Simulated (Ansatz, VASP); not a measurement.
This is a calculation of MnO for VASP 6.6.1.

File INCAR:

```
ALGO     = Normal         # electronic algorithm
EDIFF    = 1E-6           # SCF threshold, eV
ENCUT    = 520            # plane-wave cutoff, eV
GGA      = CA             # functional
ISIF     = 2              # what is computed and relaxed
ISMEAR   = -1             # smearing method
ISPIN    = 2              # spin polarisation
LASPH    = True           # aspherical terms in the spheres
LCHARG   = False          # write CHGCAR
LMAXMIX  = 4              # l up to which the mixer works
LORBIT   = 11             # projections on sites
LREAL    = False          # projectors in reciprocal space
LWAVE    = False          # write WAVECAR
MAGMOM   = 4 0            # initial moments
NBANDS   = 20             # bands
NELM     = 150            # most SCF steps
PREC     = Accurate       # precision mode
SIGMA    = 0.05           # smearing width, eV
```

Contents of KPOINTS:

```
k-points
0
Gamma
  9 9 9
```

POSCAR

```
MnO
1.0
    2.9106378538     -1.6819311089      0.0000000000
    2.9106378538      1.6819311089      0.0000000000
   -1.9441147575      0.0000000000      2.7529398993
Mn O
1 1
Direct
    0.5001990000      0.5001990000      0.5006650000
    0.7498025000      0.7498025000      0.2493360000
```

Potentials or basis: VASP PAW LDA potentials, release 64 (Mn_pv, O).

The run is started by

```bash
$ cat potpaw_LDA.64/Mn_pv/POTCAR potpaw_LDA.64/O/POTCAR > POTCAR
$ mpirun -np 1 vasp_std > vasp.out
```

Task: Set up the same calculation for Ansatz 0.2.0. Potentials there: all-electron LAPW, scalar-relativistic.

Result: As run (the cutoff follows the program's own potentials):

The input input.yaml:

```yaml
crystal:
  lattice:
    - [2.9106378538, -1.6819311089, 0.0]
    - [2.9106378538, 1.6819311089, 0.0]
    - [-1.9441147575, 0.0, 2.7529398993]
  atoms:
    - { symbol: Mn, position: [0.500199, 0.500199, 0.500665], spin: 4.0 }
    - { symbol: O, position: [0.7498025, 0.7498025, 0.249336] }
kpoints:
  mp_grid: { grid: [9, 9, 9] }
scf:
  occupations: { method: fermi_dirac, width: 0.05 }
hamiltonian:
  xc: lda
  pseudopotentials: { kind: all_electron, lapw: { basis_error: 0.001 } }
magnetization:
  spin_polarized: true
output:
  forces: true
  stress: true
  eigenvalues: true
```

Potentials or basis: all-electron LAPW, scalar-relativistic.

Run with:

```bash
$ ansatz run input.yaml --threads 2 --pin off --max-ram 6144MiB --backend cpu --events-out ev --progress --plain --runs-dir out
```

Both were run:

|  | VASP | Ansatz | Ansatz less VASP |
| --- | --- | --- | --- |
| gap on the k mesh at the Fermi level (eV) | none | none | - |
| pressure (GPa) | -10.7 | -9.5 | +1.24 |
| traceless stress, the component that is largest in VASP (GPa) | -0.16 | -0.15 | +0.003 |
| net moment per atom (μB) | 2.35 | 2.40 | +0.050 |
| size of the moment on the site where the two differ most (μB) | 0.18 | 0.21 | +0.035 |

LDA's correlation is that of Perdew and Zunger in VASP and of Perdew and Wang (1992) in Ansatz. Site moments also hang on the region over which each program counts them. A gap of «none» marks a metal or a gap that the smearing closes. Ansatz ran all-electron here, and VASP with PAW potentials.
